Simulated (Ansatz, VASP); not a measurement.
# One calculation of RbBr, two programs

```
CELL_PARAMETERS angstrom
3.91977 0.00000 0.00000
0.00000 3.91977 0.00000
0.00000 0.00000 4.22923
ATOMIC_POSITIONS crystal
Rb 0.00000 0.00000 0.00000
Br 0.50000 0.50000 0.50000
```

Change from the starting cell: strain -0.050 along x and y, +0.025 along z, atoms carried along.

Alike in both runs: task single point; functional PBEsol; k mesh 6 × 6 × 6; occupations gaussian, width 0.05 eV; no spin polarisation.

|  | VASP | Ansatz |
| --- | --- | --- |
| version | VASP 6.6.1 | Ansatz 0.2.0 |
| potentials or method | VASP PAW PBE potentials, release 64 (Rb_sv, Br), cutoff 520 eV | scalar-relativistic, plane waves, PAW |
| valence electrons in the cell | 16 | 16 |

```tsv
	VASP	Ansatz	Ansatz less VASP
gap on the k mesh at the Fermi level (eV)	3.95	3.95	+0.003
least direct gap on the mesh (eV)	4.10	4.10	+0.002
pressure (GPa)	0.8	0.7	-0.05
traceless stress, the component that is largest in VASP (GPa)	-1.59	-1.59	0.000
```

VASP's potentials were made for PBE, not for PBEsol.
